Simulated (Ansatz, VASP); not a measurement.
# Al6N in VASP and in Ansatz

File INCAR:

```
ALGO = Normal
EDIFF = 1E-7
EDIFFG = -0.01
ENCUT = 600
GGA = PE
IBRION = 2
ISIF = 3
ISMEAR = 0
LASPH = T
LCHARG = F
LREAL = F
LWAVE = F
NELM = 60
NSW = 100
PREC = Accurate
SIGMA = 0.1
```

Contents of KPOINTS:

```
k-points
0
Gamma
  12 12 4
```

POSCAR

```
Al6N
1.0
    2.8873959946      0.0000000000      0.0000000000
   -1.4436979973      2.5005582821      0.0000000000
    0.0000000000      0.0000000000     13.9917526466
Al N
6 1
Direct
    0.3333333333      0.6666666667      0.0862197418
    0.6666666667      0.3333333333      0.9137802582
    0.6666666667      0.3333333333      0.4170545634
    0.3333333333      0.6666666667      0.5829454366
    0.0000000000      0.0000000000      0.7504072124
    0.0000000000      0.0000000000      0.2495927876
    0.0000000000      0.0000000000      0.0000000000
```

Input for Ansatz:

```yaml
crystal:
  lattice:
    - [2.8873959946, 0.0, 0.0]
    - [-1.4436979973, 2.5005582821, 0.0]
    - [0.0, 0.0, 13.9917526466]
  atoms:
    - { symbol: Al, position: [0.3333333333, 0.6666666667, 0.0862197418] }
    - { symbol: Al, position: [0.6666666667, 0.3333333333, 0.9137802582] }
    - { symbol: Al, position: [0.6666666667, 0.3333333333, 0.4170545634] }
    - { symbol: Al, position: [0.3333333333, 0.6666666667, 0.5829454366] }
    - { symbol: Al, position: [0.0, 0.0, 0.7504072124] }
    - { symbol: Al, position: [0.0, 0.0, 0.2495927876] }
    - { symbol: "N", position: [0.0, 0.0, 0.0] }
basis:
  ecutwfc: 420
kpoints:
  mp_grid: { grid: [12, 12, 4] }
hamiltonian:
  xc: pbe
scf:
  occupations: { method: gaussian, width: 0.1 }
output:
  forces: true
  stress: true
  eigenvalues: true
relax:
  adjacent_minimum: "off"
  f_tol: 0.01
  max_steps: 80
  cell: { stress_tol: 0.05 }
```

Alike in both runs: task relaxation of cell and atoms; functional PBE; k mesh 12 × 12 × 4; occupations gaussian, width 0.1 eV; no spin polarisation.

|  | VASP | Ansatz |
| --- | --- | --- |
| version | VASP 6.6.1 | Ansatz 0.2.0 |
| potentials or method | VASP PAW PBE potentials, release 64 (Al, N), cutoff 600 eV | scalar-relativistic, plane waves, PAW |
| valence electrons in the cell | 23 | 23 |

```csv
,VASP,Ansatz,Ansatz less VASP
"gap on the k mesh at the Fermi level, each at its own relaxed structure (eV)",none,none,-
relaxed volume (Å³/atom),14.34,14.35,+0.014
relaxed length of the cell vector where the two differ most in proportion (Å),2.892,2.893,+0.0014
```

A gap of «none» marks a metal or a gap that the smearing closes.

Noted on VASP's run: too few bands were computed for a metal, which touches its energy and stress.
